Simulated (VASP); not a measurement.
A run of VASP 6.6.1 is set up as follows.

Contents of INCAR:

```
ALGO = Fast ; EDIFF = 1E-7
ENCUT = 520 ; GGA = CA
ISIF = 2 ; ISMEAR = 0
ISPIN = 2 ; LASPH = True
LCHARG = True ; LELF = True
LMAXMIX = 4 ; LORBIT = 11
LREAL = False ; LVHAR = True
LWAVE = False ; MAGMOM = 1.65 1.65
NBANDS = 20 ; NELM = 150
NUPDOWN = 3.3 ; PREC = Accurate
SIGMA = 0.15
```

Contents of KPOINTS:

```
k-points
0
Gamma
  24 24 12
```

POSCAR

```
Co
1.0
    2.2855303783      0.0000000000      0.0000000000
   -1.1427651891      1.9793273687      0.0000000000
    0.0000000000      0.0000000000      3.6867130953
Co
2
Direct
    0.6666666667      0.3333333333      0.2500000000
    0.3333333333      0.6666666667      0.7500000000
```

Potentials or basis: VASP PAW LDA potentials, release 64 (Co).

Run with:

```sh
$ cat potpaw_LDA.64/Co/POTCAR > POTCAR
$ mpirun -np 1 vasp_std > vasp.out
```

Question: Estimate the pressure.

Answer: 82.8 GPa.

Stress tensor (GPa, compression positive):
```
81.68  0.00  0.00
 0.00 81.68  0.00
 0.00  0.00 84.94
```

Caveat: the total moment is fixed, so each spin has its own Fermi level.
